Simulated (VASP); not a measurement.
# TlCuF3 (P4/mmm) in VASP: single point with LDA+U

Aim: the single point of TlCuF3 with LDA+U.

All numbers are computed with VASP 6.6.1; they aren't measurements. Logs are shortened: lines on timing, memory, paths and dates and some standing lists are left out, and cuts for length are marked.

## 1. The cell of the first run

It takes space group P4/mmm (No. 123, tetragonal). Conventional cell: a = 4.091 Å, b = 4.091 Å, c = 4.076 Å, α = 90.00°, β = 90.00°, γ = 90.00°. Cu (site symmetry 4/mmm) has 6 F at 2.04 to 2.05 Å within 2.7 Å. Within 2.7 Å of F (site symmetry 4/mmm) lie 2 Cu at 2.04 Å. Within 2.7 Å of F (site symmetry mmm) lie 2 Cu at 2.05 Å. Tl (site symmetry 4/mmm) has 12 F at 2.89 Å and 8 Cu at 3.54 Å within 3.8 Å.

## 2. Single point, LDA+U

Input file INCAR:

```
SYSTEM = TlCuF3
ALGO = Normal
EDIFF = 1E-7
ENCUT = 520
GGA = CA
ISIF = 2
ISMEAR = 0
LASPH = .True.
LCHARG = .True.
LDAU = .True.
LDAUJ = 0 0 0
LDAUL = 2 -1 -1
LDAUPRINT = 1
LDAUTYPE = 2
LDAUU = 2 0 0
LELF = .True.
LMAXMIX = 4
LREAL = .False.
LVHAR = .True.
LWAVE = .False.
NBANDS = 30
NELM = 150
PREC = Accurate
SIGMA = 0.05
```

Input file KPOINTS:

```
k-points
0
Gamma
  5 5 5
  0 0 0
```

Input file POSCAR:

```
TlCuF3
1.0
    4.0905174700      0.0000000000      0.0000000000
    0.0000000000      4.0905174700      0.0000000000
    0.0000000000      0.0000000000      4.0763293000
Cu F Tl
1 3 1
Direct
    0.0000000000      0.0000000000      0.0000000000
    0.0000000000      0.0000000000      0.5000000000
    0.5000000000      0.0000000000      0.0000000000
    0.0000000000      0.5000000000      0.0000000000
    0.5000000000      0.5000000000      0.5000000000
```

Potentials or basis: VASP PAW LDA potentials, release 64 (Cu, F, Tl_d).

Command:

```sh
cat potpaw_LDA.64/Cu/POTCAR potpaw_LDA.64/F/POTCAR potpaw_LDA.64/Tl_d/POTCAR > POTCAR
mpirun -np 1 vasp_std > vasp.out
```

OUTCAR:

```text
SYSTEM = TlCuF3
   EDIFF = 1E-7
   ENCUT = 520
   GGA = CA
   ISIF = 2
   ISMEAR = 0
   LASPH = .True.
   LREAL = .False.
   NELM = 150
   PREC = Accurate

 ion  position               nearest neighbor table
   1  0.000  0.000  0.000-   2 2.04   2 2.04   4 2.05   3 2.05   4 2.05   3 2.05
   2  0.000  0.000  0.500-   1 2.04   1 2.04   5 2.89   5 2.89   5 2.89   5 2.89
   3  0.500  0.000  0.000-   1 2.05   1 2.05   5 2.89   5 2.89   5 2.89   5 2.89
   4  0.000  0.500  0.000-   1 2.05   1 2.05   5 2.89   5 2.89   5 2.89   5 2.89
   5  0.500  0.500  0.500-   3 2.89   4 2.89   3 2.89   4 2.89   3 2.89   3 2.89   4 2.89   4 2.89
                             2 2.89   2 2.89   2 2.89   2 2.89

  LATTYP: Found a simple tetragonal cell.
 ALAT       =     4.0905174700
 C/A-ratio  =     0.9965314486

  Lattice vectors:

 A1 = (   4.0905174700,   0.0000000000,   0.0000000000)
 A2 = (   0.0000000000,   4.0905174700,   0.0000000000)
 A3 = (   0.0000000000,   0.0000000000,   4.0763293000)

Analysis of symmetry for initial positions (statically):
=====================================================================
 Subroutine PRICEL returns:
 Original cell was already a primitive cell.

 Routine SETGRP: Setting up the symmetry group for a
 simple tetragonal supercell.

 Subroutine GETGRP returns: Found 16 space group operations
 (whereof 16 operations were pure point group operations)
 out of a pool of 16 trial point group operations.

The static configuration has the point symmetry D_4h.

Analysis of symmetry for dynamics (positions and initial velocities):
=====================================================================
 Subroutine PRICEL returns:
 Original cell was already a primitive cell.

 Routine SETGRP: Setting up the symmetry group for a
 simple tetragonal supercell.

 Subroutine GETGRP returns: Found 16 space group operations
 (whereof 16 operations were pure point group operations)
 out of a pool of 16 trial point group operations.

The dynamic configuration has the point symmetry D_4h.

[... 148 lines left out ...]
 -0.0000 -0.0000 -0.0000  0.9698 -0.0000
 -0.0000  0.0000 -0.0000 -0.0000  0.8387

spin component  2

  0.9696 -0.0000  0.0000 -0.0000 -0.0000
 -0.0000  0.9698  0.0000 -0.0000  0.0000
  0.0000  0.0000  0.8347 -0.0000 -0.0000
 -0.0000 -0.0000 -0.0000  0.9698 -0.0000
 -0.0000  0.0000 -0.0000 -0.0000  0.8387

 occupancies and eigenvectors

  o =  0.8347  v =  0.0000  0.0000  1.0000 -0.0000  0.0000  0.0000  0.0000  0.0000  0.0000  0.0000      0.0000  0.0000  0.0000  0.0000  0.0000  0.0000  0.0000  0.0000  0.0000  0.0000
  o =  0.8347  v =  0.0000  0.0000  0.0000  0.0000  0.0000  0.0000  0.0000  1.0000 -0.0000  0.0000      0.0000  0.0000  0.0000  0.0000  0.0000  0.0000  0.0000  0.0000  0.0000  0.0000
  o =  0.8387  v =  0.0000  0.0000  0.0000  0.0000 -1.0000  0.0000  0.0000  0.0000  0.0000  0.0000      0.0000  0.0000  0.0000  0.0000  0.0000  0.0000  0.0000  0.0000  0.0000  0.0000
  o =  0.8387  v =  0.0000  0.0000  0.0000  0.0000  0.0000  0.0000  0.0000  0.0000  0.0000 -1.0000      0.0000  0.0000  0.0000  0.0000  0.0000  0.0000  0.0000  0.0000  0.0000  0.0000
  o =  0.9696  v =  1.0000  0.0000  0.0000  0.0000  0.0000  0.0000  0.0000  0.0000  0.0000  0.0000      0.0000  0.0000  0.0000  0.0000  0.0000  0.0000  0.0000  0.0000  0.0000  0.0000
  o =  0.9696  v =  0.0000  0.0000  0.0000  0.0000  0.0000  1.0000  0.0000  0.0000  0.0000  0.0000      0.0000  0.0000  0.0000  0.0000  0.0000  0.0000  0.0000  0.0000  0.0000  0.0000
  o =  0.9698  v =  0.0000  0.4591 -0.0000 -0.8884  0.0000  0.0000  0.0000  0.0000  0.0000  0.0000      0.0000  0.0000  0.0000  0.0000  0.0000  0.0000  0.0000  0.0000  0.0000  0.0000
  o =  0.9698  v =  0.0000  0.0000  0.0000  0.0000  0.0000  0.0000  0.4591 -0.0000 -0.8884  0.0000      0.0000  0.0000  0.0000  0.0000  0.0000  0.0000  0.0000  0.0000  0.0000  0.0000
  o =  0.9698  v =  0.0000  0.0000  0.0000  0.0000  0.0000  0.0000  0.8884  0.0000  0.4591  0.0000      0.0000  0.0000  0.0000  0.0000  0.0000  0.0000  0.0000  0.0000  0.0000  0.0000
  o =  0.9698  v =  0.0000  0.8884  0.0000  0.4591  0.0000  0.0000  0.0000  0.0000  0.0000  0.0000      0.0000  0.0000  0.0000  0.0000  0.0000  0.0000  0.0000  0.0000  0.0000  0.0000

 number of electron      44.9999934 magnetization

 Free energy of the ion-electron system (eV)
  ---------------------------------------------------
  ext. energy  EPLUGINS =         0.00000000
  ---------------------------------------------------
  free energy    TOTEN  =       -21.92097433 eV

  energy without entropy =      -21.91502939  energy(sigma->0) =      -21.91800186

 E-fermi :   2.1994     XC(G=0): -11.1560

 val. band max:        2.1963563155   @ k =   0.2000   0.2000   0.4000
 cond. band min:       2.6689473903   @ k =   0.4000   0.4000   0.4000
 fundamental gap:      0.4725910748
 Fermi energy:         2.1993854683

 k-point     1 :       0.0000    0.0000    0.0000
  band No.  band energies     occupation
      1     -19.6285      2.00000
      2     -18.9785      2.00000
      3     -18.9633      2.00000
      4      -6.3234      2.00000
      5      -6.3206      2.00000
      6      -6.2292      2.00000
[... 583 lines left out ...]
     29      12.4847      0.00000
     30      13.4590      0.00000

------------------------ aborting loop because EDIFF is reached ----------------------------------------

  FORCE on cell =-STRESS in cart. coord.  units (eV):
  Direction    XX          YY          ZZ          XY          YZ          ZX
  --------------------------------------------------------------------------------------
  -------------------------------------------------------------------------------------
  Total       -2.7279950     -2.7279950     -2.6902982      0.0000000     -0.0000000      0.0000000
  in kB      -64.0808694    -64.0808694    -63.1953670      0.0000000     -0.0000000      0.0000000
  external PRESSURE =     -63.7857019 kB  Pullay stress =       0.0000000 kB

 VOLUME and BASIS-vectors are now :
 -----------------------------------------------------------------------------
  energy-cutoff  :      520.00
  volume of cell :       68.21
      direct lattice vectors                 reciprocal lattice vectors
     4.090517470  0.000000000  0.000000000     0.244467847  0.000000000  0.000000000
     0.000000000  4.090517470  0.000000000     0.000000000  0.244467847  0.000000000
     0.000000000  0.000000000  4.076329300     0.000000000  0.000000000  0.245318748

 POSITION                                       TOTAL-FORCE (eV/Angst)
 -----------------------------------------------------------------------------------
      0.00000      0.00000      0.00000         0.000000      0.000000      0.000000
      0.00000      0.00000      2.03816         0.000000      0.000000      0.000000
      2.04526      0.00000      0.00000         0.000000      0.000000      0.000000
      0.00000      2.04526      0.00000         0.000000      0.000000      0.000000
      2.04526      2.04526      2.03816         0.000000      0.000000      0.000000
 -----------------------------------------------------------------------------------
    total drift:                                0.000000     -0.000000      0.000000

  FREE ENERGIE OF THE ION-ELECTRON SYSTEM (eV)
  ---------------------------------------------------
  free  energy   TOTEN  =       -21.9209743308 eV

  energy  without entropy=      -21.9150293929  energy(sigma->0) =      -21.91800186
```

stdout:

```text
POSCAR found type information on POSCAR CuF Tl
 POSCAR found :  3 types and       5 ions
 scaLAPACK will be used
 LDA part: xc-table for (Slater(with rela. corr.)+CA(PZ))
 , standard interpolation
 POSCAR, INCAR and KPOINTS ok, starting setup
 FFT: planning ... GRIDC
 FFT: planning ... GRID_SOFT
 FFT: planning ... GRID
 WAVECAR not read
 entering main loop
```

Run time: 63 s. Hardware: 1 thread of Intel Xeon 8259CL, shared host; peak memory 0.17 GiB.

What came out:

```
Free energy            : -21.9210 eV
Pressure               : -6.4 GPa
Band gap on the k mesh : zero (an odd number of electrons rules out a gap without spin polarisation)
```

Eigenvalues of the final occupation matrices:
```
    site  spin  trace               eigenvalues
site 1 d     1   4.58  0.83 0.84 0.97 0.97 0.97
site 1 d     2   4.58  0.83 0.84 0.97 0.97 0.97
```

Caveat: the cell stands under tension; spin-orbit coupling is left out, which moves the levels of the heavy elements; an odd number of electrons without spin polarisation forces a metal; a magnetic or distorted state may lie lower; U without spin polarisation on a metal has little footing.

The gap in the log of VASP goes by the Fermi energy; the results here count the filled bands.